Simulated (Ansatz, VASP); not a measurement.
# One calculation of Ge, two programs

```
Ge
1.0
     1.56342    0.90264    7.26892
    -1.56342    0.90264    7.26892
     0.00000   -1.80528    7.26892
Ge
3
Direct
  0.00000 0.00000 0.00000
  0.23890 0.23890 0.23890
  0.76110 0.76110 0.76110
```

Alike in both runs: functional r2SCAN; k mesh 6 × 6 × 6; occupations gaussian, width 0.1 eV; no spin polarisation.

Ansatz relaxed the structure, and its values are those at the end. VASP's run is a single point on that final structure, the one shown.

```csv
,VASP,Ansatz
version,VASP 6.6.1,Ansatz 0.2.0
potentials or method,"VASP PAW PBE potentials, release 64 (Ge_d), cutoff 520 eV","scalar-relativistic, plane waves, PAW"
valence electrons in the cell,42,42
```

|  | VASP | Ansatz | Ansatz less VASP |
| --- | --- | --- | --- |
| gap on the k mesh at the Fermi level (eV) | none | none | - |
| pressure (GPa) | -0.2 | 0.0 | +0.13 |
| rms of the force components (eV/Å) | 0.004 | 0.003 | -0.0011 |

VASP's potentials were made for PBE, not for r2SCAN. A gap of «none» marks a metal or a gap that the smearing closes.

The k mesh is coarse, so the values compare programs but aren't converged.
